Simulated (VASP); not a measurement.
# Sc (P6_3/mmc) in VASP: notebook, part 2 of 3

VASP 6.6.1. The steps go on from the part before.

## Step 3: Single point, LDA

Contents of INCAR:

```
PREC     = Accurate       # precision mode
ENCUT    = 500            # plane-wave cutoff, eV
EDIFF    = 1E-6           # SCF threshold, eV
ISMEAR   = -1             # smearing method
SIGMA    = 0.1            # smearing width, eV
LREAL    = False          # projectors in reciprocal space
LASPH    = True           # aspherical terms in the spheres
NELM     = 120            # most SCF steps
ALGO     = Normal         # electronic algorithm
ISIF     = 2              # what is computed and relaxed
LWAVE    = False          # write WAVECAR
LCHARG   = True           # write CHGCAR
LELF     = True           # ELF
LVHAR    = True         
NBANDS   = 18             # bands
GGA_COMPAT= False
```

Contents of KPOINTS:

```
Automatic mesh
0
Gamma
  3 3 2
```

Contents of POSCAR:

```
Sc
1.0
    3.2269060027      0.0000000000      0.0000000000
   -1.6134530014      2.7945825740      0.0000000000
    0.0000000000      0.0000000000      5.0094253455
Sc
2
Direct
    0.3333333333      0.6666666667      0.2500000000
    0.6666666667      0.3333333333      0.7500000000
```

Potentials or basis: VASP PAW LDA potentials, release 64 (Sc_sv).

Launch:

```console
$ cat potpaw_LDA.64/Sc_sv/POTCAR > POTCAR
$ mpirun -np 1 vasp_std > vasp.out
```

OUTCAR:

```text
PREC = Accurate
   ENCUT = 500
   EDIFF = 1E-6
   ISMEAR = -1
   LREAL = False
   LASPH = True
   NELM = 120
   ISIF = 2

 ion  position               nearest neighbor table
   1  0.333  0.667  0.250-   2 3.12   2 3.12   2 3.12   2 3.12   2 3.12   2 3.12
   2  0.667  0.333  0.750-   1 3.12   1 3.12   1 3.12   1 3.12   1 3.12   1 3.12

  LATTYP: Found a hexagonal cell.
 ALAT       =     3.2269060027
 C/A-ratio  =     1.5523927072

  Lattice vectors:

 A1 = (   3.2269060027,   0.0000000000,   0.0000000000)
 A2 = (  -1.6134530014,   2.7945825740,   0.0000000000)
 A3 = (   0.0000000000,   0.0000000000,   5.0094253455)

Analysis of symmetry for initial positions (statically):
=====================================================================
 Subroutine PRICEL returns:
 Original cell was already a primitive cell.

 Routine SETGRP: Setting up the symmetry group for a
 hexagonal supercell.

 Subroutine GETGRP returns: Found 24 space group operations
 (whereof 12 operations were pure point group operations)
 out of a pool of 24 trial point group operations.

The static configuration has the point symmetry D_3d.
 The point group associated with its full space group is D_6h.

Analysis of symmetry for dynamics (positions and initial velocities):
=====================================================================
 Subroutine PRICEL returns:
 Original cell was already a primitive cell.

 Routine SETGRP: Setting up the symmetry group for a
 hexagonal supercell.

 Subroutine GETGRP returns: Found 24 space group operations
 (whereof 12 operations were pure point group operations)
 out of a pool of 24 trial point group operations.

The dynamic configuration has the point symmetry D_3d.
 The point group associated with its full space group is D_6h.

 Subroutine INISYM returns: Found 24 space group operations
 (whereof 12 operations are pure point group operations),
 and found     1 'primitive' translations

----------------------------------------------------------------------------------------

                                     Primitive cell

  volume of cell :      45.1743

  direct lattice vectors                    reciprocal lattice vectors
     3.226906003  0.000000000  0.000000000     0.309894369  0.178917597  0.000000000
    -1.613453001  2.794582574  0.000000000     0.000000000  0.357835195  0.000000000
     0.000000000  0.000000000  5.009425346     0.000000000  0.000000000  0.199623696

  length of vectors
     3.226906003  3.226906003  5.009425346     0.357835195  0.357835195  0.199623696

  position of ions in fractional coordinates (direct lattice)
     0.333333333  0.666666667  0.250000000
     0.666666667  0.333333333  0.750000000

  ion indices of the primitive-cell ions
   primitive index   ion index
                 1           1
                 2           2

----------------------------------------------------------------------------------------

 KPOINTS: Automatic mesh

Automatic generation of k-mesh.
 Grid dimensions read from file:
 generate k-points for:    3    3    2

 Generating k-lattice:

  Cartesian coordinates                     Fractional coordinates (reciprocal lattice)
     0.103298123  0.059639199  0.000000000     0.333333333  0.000000000  0.000000000
     0.000000000  0.119278398  0.000000000     0.000000000  0.333333333  0.000000000
     0.000000000  0.000000000  0.099811848     0.000000000  0.000000000  0.500000000

  Length of vectors
     0.119278398  0.119278398  0.099811848

  Shift w.r.t. Gamma in fractional coordinates (k-lattice)
     0.000000000  0.000000000  0.000000000

 Subroutine IBZKPT returns following result:
 ===========================================

 Found      6 irreducible k-points:

 Following reciprocal coordinates:
            Coordinates               Weight
  0.000000  0.000000  0.000000      1.000000
  0.333333  0.000000  0.000000      6.000000
  0.333333  0.333333  0.000000      2.000000
  0.000000  0.000000  0.500000      1.000000
  0.333333  0.000000  0.500000      6.000000
  0.333333  0.333333  0.500000      2.000000
   k-points           NKPTS =      6   k-points in BZ     NKDIM =      6   number of bands    NBANDS=     18
   number of dos      NEDOS =    301   number of ions     NIONS =      2
   total plane-waves  NPLWV =  23040
   dimension x,y,z NGX =    24 NGY =   24 NGZ =   40
   dimension x,y,z NGXF=    48 NGYF=   48 NGZF=   80
   ions per type =               2
   NGX,Y,Z   is equivalent  to a cutoff of  12.36, 12.36, 13.27 a.u.
   NGXF,Y,Z  is equivalent  to a cutoff of  24.73, 24.73, 26.55 a.u.
 SYSTEM =  unknown system
   PREC   = accura    normal or accurate (medium, high low for compatibility)
   ISTART =      0    job   : 0-new  1-cont  2-samecut
   ICHARG =      2    charge: 1-file 2-atom 10-const
   ISPIN  =      1    spin polarized calculation?
   LNONCOLLINEAR =      F non collinear calculations
   LSORBIT =      F    spin-orbit coupling
   LASPH  =      T    aspherical Exc in radial PAW
   ENCUT  =  500.0 eV  36.75 Ry    6.06 a.u.   5.88  5.88  9.13*2*pi/ulx,y,z
   NELM   =    120;   NELMIN=  2; NELMDL= -5     # of ELM steps
   EDIFF  = 0.1E-05   stopping-criterion for ELM
   LREAL  =      F    real-space projection
   EDIFFG = 0.1E-04   stopping-criterion for IOM
   NSW    =      0    number of steps for IOM
   IBRION =     -1    ionic relax: 0-MD 1-quasi-New 2-CG
   NFREE  =      0    steps in history (QN), initial steepest desc. (CG)
   ISIF   =      2    stress and relaxation
   ISYM   =      2    0-nonsym 1-usesym 2-fastsym
   POTIM  = 0.5000    time-step for ionic-motion
   TEBEG  =    0.0;   TEEND  =   0.0 temperature during run
   PSTRESS=    0.0 pullay stress
   NELECT =      22.0000    total number of electrons
   NUPDOWN=      -1.0000    fix difference up-down
   EMIN   =  10.00;   EMAX   =-10.00  energy-range for DOS
   EFERMI =   0.00;   METHOD = LEGACY
   ISMEAR =    -1;   SIGMA  =   0.10  broadening in eV -4-tet -1-fermi 0-gaus
   EFERMI_NEDOS =   21; number of points for ismear=-14 and -15
   IALGO  =     38    algorithm
   IMIX   =      4    mixing-type and parameters
     AMIX     =   0.40;   BMIX     =  1.00
     AMIX_MAG =   1.60;   BMIX_MAG =  1.00
  volume/ion in A,a.u.               =      22.59       152.43
  Fermi-wavevector in a.u.,A,eV,Ry     =   1.288008  2.433983 22.571595  1.658965
  Thomas-Fermi vector in A             =   2.419988
   LORBIT       =      0    0 simple, 1 ext, 2 COOP (PROOUT), +10 PAW based schemes
   GGA     = CA    functional components
   LHFCALC =     F    Hartree Fock is set to
   AEXX    =    0.0000 exact exchange contribution
   IVDW    =     0    specifies the selected vdW correction
   LEPSILON=     F    determine dielectric tensor
   LRPA    =     F    only Hartree local field effects (RPA)
 non-spin polarized calculation
  energy-cutoff  :      500.00
  volume of cell :       45.17
 maximum number of plane-waves:      1164
 NGX is ok and might be reduce to    24
   NGX = 11   NGY = 11   NGZ = 19

 number of electron      22.0000000 magnetization

 Free energy of the ion-electron system (eV)
  ---------------------------------------------------
  ext. energy  EPLUGINS =         0.00000000
  ---------------------------------------------------
  free energy    TOTEN  =       -13.39816268 eV

  energy without entropy =      -13.26081924  energy(sigma->0) =      -13.32949096

 E-fermi :   4.0167     XC(G=0): -10.5018

 val. band max:        3.8206740028   @ k =   0.3333   0.3333   0.5000
 cond. band min:       4.0593967000   @ k =   0.3333   0.0000   0.0000
 fundamental gap:      0.2387226972
 Fermi energy:         4.0166559503

 k-point     1 :       0.0000    0.0000    0.0000
  band No.  band energies     occupation
      1     -44.5611      2.00000
      2     -44.4505      2.00000
      3     -23.8020      2.00000
      4     -23.3693      2.00000
      5     -23.3693      2.00000
      6     -23.2770      2.00000
[... 10 lines left out ...]
     17       6.4600      0.00000
     18       6.4600      0.00000
[... 85 lines left out ...]
 k-point     6 :       0.3333    0.3333    0.5000
  band No.  band energies     occupation
      1     -44.4498      2.00000
      2     -44.4498      2.00000
      3     -23.7044      2.00000
      4     -23.7044      2.00000
      5     -23.5714      2.00000
      6     -23.5714      2.00000
[... 10 lines left out ...]
     17       7.9441      0.00000
     18       7.9441      0.00000

------------------------ aborting loop because EDIFF is reached ----------------------------------------

  FORCE on cell =-STRESS in cart. coord.  units (eV):
  Direction    XX          YY          ZZ          XY          YZ          ZX
  --------------------------------------------------------------------------------------
  -------------------------------------------------------------------------------------
  Total       -0.1660583     -0.1660583     -0.1621143      0.0000000      0.0000000     -0.0000000
  in kB       -5.8895215     -5.8895215     -5.7496399      0.0000000      0.0000000     -0.0000000
  external PRESSURE =      -5.8428943 kB  Pullay stress =       0.0000000 kB

 VOLUME and BASIS-vectors are now :
 -----------------------------------------------------------------------------
  energy-cutoff  :      500.00
  volume of cell :       45.17
      direct lattice vectors                 reciprocal lattice vectors
     3.226906003  0.000000000  0.000000000     0.309894369  0.178917597  0.000000000
    -1.613453001  2.794582574  0.000000000     0.000000000  0.357835195  0.000000000
     0.000000000  0.000000000  5.009425346     0.000000000  0.000000000  0.199623696

 POSITION                                       TOTAL-FORCE (eV/Angst)
 -----------------------------------------------------------------------------------
     -0.00000      1.86306      1.25236         0.000000     -0.000000      0.000000
      1.61345      0.93153      3.75707        -0.000000      0.000000      0.000000
 -----------------------------------------------------------------------------------
    total drift:                               -0.000000      0.000000     -0.000000

  FREE ENERGIE OF THE ION-ELECTRON SYSTEM (eV)
  ---------------------------------------------------
  free  energy   TOTEN  =       -13.3981626836 eV

  energy  without entropy=      -13.2608192362  energy(sigma->0) =      -13.32949096
```

It took 7.9 s on 1 thread of AMD EPYC 7R43 (Zen 3), shared host; peak memory 0.1 GiB.

Results:

```
Free energy            : -13.3982 eV
Pressure               : -0.6 GPa
Band gap on the k mesh : zero (band 11 reaches 5.04 eV, above the bottom of band 12 at 3.40 eV)
```

Levels at points of the mesh, in eV from the Fermi level:
```tsv
k point	band 8	band 9	band 10	band 11	band 12	band 13
(0.00, 0.00, 0.00)	-27.21	-5.26	-1.80	0.95	1.61	1.61
(0.00, 0.00, 0.50)	-27.34	-3.60	-3.60	1.02	1.02	1.51
```

Caveat: the k points lie up to 0.75 Å⁻¹ apart.

(Part 2 of 3 ends here.)
